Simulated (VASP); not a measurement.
# W (Fd-3m) in VASP: further runs, part 2 of 2

VASP 6.6.1. Earlier steps stand in the parts before.

## Step 3: Relaxation of cell and atoms, PBE, target pressure 20 GPa, at which the enthalpy is minimised

INCAR reads:

```
PREC = Accurate ; ENCUT = 600
EDIFF = 1E-7 ; ISMEAR = 0
SIGMA = 0.1 ; LREAL = F
LASPH = T ; NELM = 80
ALGO = Normal ; ISIF = 3
LWAVE = F ; LCHARG = F
GGA = PE ; IBRION = 2
NSW = 60 ; EDIFFG = -0.01
PSTRESS = 200.0
```

KPOINTS reads:

```
regular mesh
0
Gamma
  15 15 15
```

POSCAR reads:

```
W
1.0
    0.0000000000      2.7400000000      2.7400000000
    2.7400000000      0.0000000000      2.7400000000
    2.7400000000      2.7400000000      0.0000000000
W
2
Direct
    0.0000000000      0.0000000000      0.0000000000
    0.2500000000      0.2500000000      0.2500000000
```

Potentials or basis: VASP PAW PBE potentials, release 64 (W_sv).

Launch:

```console
$ cat potpaw_PBE.64/W_sv/POTCAR > POTCAR
$ mpirun -np 1 vasp_std > vasp.out
```

OUTCAR:

```text
PREC = Accurate
   ENCUT = 600
   EDIFF = 1E-7
   ISMEAR = 0
   LREAL = F
   LASPH = T
   NELM = 80
   ISIF = 3
   GGA = PE
   IBRION = 2
   NSW = 60
   EDIFFG = -0.01
   PSTRESS = 200.0

 ion  position               nearest neighbor table
   1  0.000  0.000  0.000-   2 2.37   2 2.37   2 2.37   2 2.37
   2  0.250  0.250  0.250-   1 2.37   1 2.37   1 2.37   1 2.37

  LATTYP: Found a face centered cubic cell.
 ALAT       =     5.4800000000

  Lattice vectors:

 A1 = (   0.0000000000,   2.7400000000,   2.7400000000)
 A2 = (   2.7400000000,   0.0000000000,   2.7400000000)
 A3 = (   2.7400000000,   2.7400000000,   0.0000000000)

Analysis of symmetry for initial positions (statically):
=====================================================================
 Subroutine PRICEL returns:
 Original cell was already a primitive cell.

 Routine SETGRP: Setting up the symmetry group for a
 face centered cubic supercell.

 Subroutine GETGRP returns: Found 48 space group operations
 (whereof 24 operations were pure point group operations)
 out of a pool of 48 trial point group operations.

The static configuration has the point symmetry T_d .
 The point group associated with its full space group is O_h .

Analysis of symmetry for dynamics (positions and initial velocities):
=====================================================================
 Subroutine PRICEL returns:
 Original cell was already a primitive cell.

 Routine SETGRP: Setting up the symmetry group for a
 face centered cubic supercell.

 Subroutine GETGRP returns: Found 48 space group operations
 (whereof 24 operations were pure point group operations)
 out of a pool of 48 trial point group operations.

The dynamic configuration has the point symmetry T_d .
 The point group associated with its full space group is O_h .

[... 121 lines left out ...]
  Thomas-Fermi vector in A             =   2.558806
   LORBIT       =      0    0 simple, 1 ext, 2 COOP (PROOUT), +10 PAW based schemes
   GGA     = PE    functional components
   LHFCALC =     F    Hartree Fock is set to
   AEXX    =    0.0000 exact exchange contribution
   IVDW    =     0    specifies the selected vdW correction
   LEPSILON=     F    determine dielectric tensor
   LRPA    =     F    only Hartree local field effects (RPA)
 conjugate gradient relaxation of ions
 non-spin polarized calculation
 Gauss-broadening in eV      SIGMA  =   0.10
  energy-cutoff  :      600.00
  volume of cell :       41.14
 maximum number of plane-waves:      1392
   NGX = 15   NGY = 15   NGZ = 15

--------------------------------------- Ionic step        1  -------------------------------------------

 number of electron      27.9999997 magnetization

 Free energy of the ion-electron system (eV)
  ---------------------------------------------------
  ext. energy  EPLUGINS =         0.00000000
  ---------------------------------------------------
  free energy    TOTEN  =       -19.83539876 eV

  energy without entropy =      -19.82508847  energy(sigma->0) =      -19.83024362

------------------------ aborting loop because EDIFF is reached ----------------------------------------

  FORCE on cell =-STRESS in cart. coord.  units (eV):
  Direction    XX          YY          ZZ          XY          YZ          ZX
  --------------------------------------------------------------------------------------
  -------------------------------------------------------------------------------------
  Total        8.5692179      8.5692179      8.5692179      0.0000000     -0.0000000      0.0000000
  in kB      333.7106654    333.7106654    333.7106654      0.0000000     -0.0000000      0.0000000
  external PRESSURE =     133.7106654 kB  Pullay stress =     200.0000000 kB
[... 101 lines left out ...]
--------------------------------------- Ionic step        4  -------------------------------------------

 number of electron      28.0000003 magnetization

 Free energy of the ion-electron system (eV)
  ---------------------------------------------------
  ext. energy  EPLUGINS =         0.00000000
  ---------------------------------------------------
  free energy    TOTEN  =       -20.26506847 eV

  energy without entropy =      -20.25289454  energy(sigma->0) =      -20.25898150

 E-fermi :   6.5238     XC(G=0): -11.3928

 val. band max:        6.5210133928   @ k =  -0.4667   0.3333   0.0000
 cond. band min:       6.5384357526   @ k =   0.3333   0.2000   0.0667
 fundamental gap:      0.0174223598
 Fermi energy:         6.5237931026

 k-point     1 :       0.0000    0.0000    0.0000
  band No.  band energies     occupation
      1     -66.6165      2.00000
      2     -66.1137      2.00000
      3     -31.3713      2.00000
      4     -31.3713      2.00000
      5     -31.3713      2.00000
      6     -30.1090      2.00000
[... 481 lines left out ...]
      5     -31.2946      2.00000
      6     -30.1940      2.00000
[... 10 lines left out ...]
     17       8.3776      0.00000
     18      11.7119      0.00000

 [... further k-points ...]

------------------------ aborting loop because EDIFF is reached ----------------------------------------

  FORCE on cell =-STRESS in cart. coord.  units (eV):
  Direction    XX          YY          ZZ          XY          YZ          ZX
  --------------------------------------------------------------------------------------
  -------------------------------------------------------------------------------------
  Total        5.4485352      5.4485352      5.4485352      0.0000000     -0.0000000     -0.0000000
  in kB      199.5088525    199.5088525    199.5088525      0.0000000     -0.0000000     -0.0000000
  external PRESSURE =      -0.4911475 kB  Pullay stress =     200.0000000 kB
[... 21 lines left out ...]
  energy  without entropy=      -20.2528945352  energy(sigma->0) =      -20.25898150

  enthalpy is  TOTEN    =       -14.8031201228 eV   P V=        5.4619483441

 reached required accuracy - stopping structural energy minimisation
```

OSZICAR:

```text
N       E                     dE             d eps       ncg     rms          rms(c)
DAV:   1     0.295937519339E+03    0.29594E+03   -0.17837E+04  4360   0.191E+03
DAV:   2    -0.953432400669E+01   -0.30547E+03   -0.30065E+03  4890   0.521E+02
DAV:   3    -0.199105016087E+02   -0.10376E+02   -0.99475E+01  5272   0.883E+01
[... 38 lines left out ...]
DAV:   2    -0.202656343384E+02    0.50472E-02   -0.12768E-02  4746   0.104E+00    0.176E-01
DAV:   3    -0.202650564553E+02    0.57788E-03   -0.23059E-03  5198   0.437E-01    0.153E-01
DAV:   4    -0.202650774140E+02   -0.20959E-04   -0.20747E-04  4394   0.107E-01    0.191E-02
DAV:   5    -0.202650711436E+02    0.62704E-05   -0.88733E-05  5260   0.793E-02    0.271E-02
DAV:   6    -0.202650684608E+02    0.26828E-05   -0.93726E-06  5238   0.314E-02    0.223E-03
DAV:   7    -0.202650684669E+02   -0.60904E-08   -0.11635E-07  2992   0.360E-03
   4 F= -.14803120E+02 E0= -.14797033E+02  d E =-.103439E+00
```

Wall time 2.5 min (1 thread of AMD EPYC 9R45 (Zen 5), shared host); peak memory 0.22 GiB.

Results:

```
Free energy                                            : -20.2651 eV
Relaxed volume                                         : 21.88 Å³/atom
Relaxed cell                                           : a = 3.955 Å, b = 3.955 Å, c = 3.955 Å, α = 60.00°, β = 60.00°, γ = 60.00°
Space group after relaxing (to 0.05 Å)                 : Fd-3m (No. 227)
Energy change on relaxing (the enthalpy is what falls) : -214.8 meV/atom
Ionic steps                                            : 4
Pressure after relaxing                                : 20.0 GPa
Band gap on the k mesh                                 : zero (band 14 reaches 7.07 eV, above the bottom of band 15 at 6.12 eV)
```

The path:
```tsv
step	energy change (eV)	largest force (eV/Å)	pressure (GPa)	volume (Å³)
1	0.0000	0.0000	33.37	41.14
2	-0.7198	0.0000	-5.42	52.23
3	-0.4524	0.0000	19.13	43.94
4	-0.4297	0.0000	19.95	43.76
```

Final structure:
```
W
1.0
     0.00000    2.79683    2.79683
     2.79683    0.00000    2.79683
     2.79683    2.79683    0.00000
W
2
Direct
  0.00000 0.00000 0.00000
  0.25000 0.25000 0.25000
```

Caveat: the cell is relaxed towards a set pressure, so the enthalpy falls and the energy may rise; spin-orbit coupling is left out, which moves the levels of the heavy elements.

## Step 4: Relaxation of cell and atoms, PBE, target pressure 30 GPa, at which the enthalpy is minimised

INCAR reads:

```
SYSTEM = W
  PREC = Accurate
  ENCUT = 600
  EDIFF = 1E-6
  ISMEAR = 0
  SIGMA = 0.1
  LREAL = .False.
  LASPH = .True.
  NELM = 100
  ALGO = Normal
  ISIF = 3
  LWAVE = .False.
  LCHARG = .False.
  GGA = PE
  IBRION = 2
  NSW = 60
  EDIFFG = -0.01
  PSTRESS = 300.0
```

KPOINTS reads:

```
Automatic mesh
0
Gamma
  15 15 15
  0 0 0
```

POSCAR is that of step 3.

Launch:

```console
$ cat potpaw_PBE.64/W_sv/POTCAR > POTCAR
$ mpirun -np 1 vasp_std > vasp.out
```

Wall time 98 s (1 thread of AMD EPYC 9R45 (Zen 5), shared host); peak memory 0.21 GiB.

Results (log left out):

| Quantity | Value |
| --- | --- |
| Free energy | -19.9540 eV |
| Relaxed volume | 20.87 Å³/atom |
| Relaxed cell | a = 3.894 Å, b = 3.894 Å, c = 3.894 Å, α = 60.00°, β = 60.00°, γ = 60.00° |
| Space group after relaxing (to 0.05 Å) | Fd-3m (No. 227) |
| Energy change on relaxing (the enthalpy is what falls) | -59.3 meV/atom |
| Ionic steps | 3 |
| Pressure after relaxing | 29.9 GPa |
| Band gap on the k mesh | zero (band 14 reaches 7.60 eV, above the bottom of band 15 at 6.65 eV) |

The path:
| step | energy change (eV) | largest force (eV/Å) | pressure (GPa) | volume (Å³) |
| --- | --- | --- | --- | --- |
| 1 | 0.0000 | 0.0000 | 33.34 | 41.14 |
| 2 | -0.4291 | 0.0000 | 19.96 | 43.75 |
| 3 | -0.1186 | 0.0000 | 29.94 | 41.74 |

Final structure:
```
W
1.0
     0.00000    2.75327    2.75327
     2.75327    0.00000    2.75327
     2.75327    2.75327    0.00000
W
2
Direct
  0.00000 0.00000 0.00000
  0.25000 0.25000 0.25000
```

Levels at points of the mesh, in eV from the Fermi level:
```
           k point  band 10  band 11  band 12  band 13  band 14  band 15  band 16  band 17  band 18
(0.00, 0.00, 0.00)    -2.59    -2.59    -1.34    -1.34    -1.34     1.72     1.72     1.72     6.34
```

Caveat: the cell is relaxed towards a set pressure, so the enthalpy falls and the energy may rise; spin-orbit coupling is left out, which moves the levels of the heavy elements.

## Step 5: Summary

```tsv
cell	gap on the mesh (eV)	pressure (GPa)
relaxed to 10 GPa	none	10.0
relaxed to 20 GPa	none	20.0
relaxed to 30 GPa	none	29.9
```

Alike in all rows: task relaxation of cell and atoms; level PBE; potentials or basis VASP PAW PBE potentials, release 64 (W_sv); no spin polarisation; k mesh 15 × 15 × 15; cutoff (eV) 600; smearing gaussian 0.1 eV.

Caveats: the cell is relaxed towards a set pressure, so the enthalpy falls and the energy may rise; spin-orbit coupling is left out, which moves the levels of the heavy elements.

Total energies depend on the potentials used, so only differences within one code and one set of settings carry meaning.
